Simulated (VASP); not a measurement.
The system is NiO2.

```
CELL_PARAMETERS angstrom
2.75640 0.00000 0.00000
-1.37820 2.38711 0.00000
0.00000 0.00000 4.82963
ATOMIC_POSITIONS crystal
Ni 0.00000 0.00000 0.50000
O 0.66667 0.33333 0.69121
O 0.33333 0.66667 0.30879
```

This cell differs from its parent crystal: volume scaled by 0.97.

* Program: VASP 6.6.1
* Task: relaxation of shape and atoms at fixed volume
* Functional: PBEsol
* Potentials or basis: VASP PAW PBE potentials, release 64 (Ni, O)
* Cutoff: 600 eV
* k mesh: 12 × 12 × 6
* Occupations: gaussian, width 0.02 eV
* Spin: no spin polarisation

At the start: pressure 6.7 GPa; volume 10.59 Å³/atom.

How do energy, volume and symmetry change on relaxing?

Over 5 steps the energy falls by 7.9 meV/atom; space group P-3m1 (No. 164, to 0.05 Å).

The path:
```csv
step,energy change (eV),largest force (eV/Å),pressure (GPa),volume (Å³)
1,0.0000,0.5207,6.73,31.78
2,-0.0185,0.0538,2.27,31.78
3,-0.0196,0.0856,0.93,31.78
4,-0.0229,0.0349,0.28,31.78
5,-0.0237,0.0018,-0.20,31.78
```

Final structure:
```yaml
crystal:
  lattice:
    - [2.78826, 0.00000, 0.00000]
    - [-1.39413, 2.41471, 0.00000]
    - [0.00000, 0.00000, 4.71986]
  atoms:
    - { symbol: Ni, position: [0.00000, 0.00000, 0.50000] }
    - { symbol: O, position: [0.66667, 0.33333, 0.69791] }
    - { symbol: O, position: [0.33333, 0.66667, 0.30209] }
```

Caveat: the cell differs from its parent crystal (volume scaled by 0.97); the PAW data sets were made with another functional, which shifts forces and pressure a little.
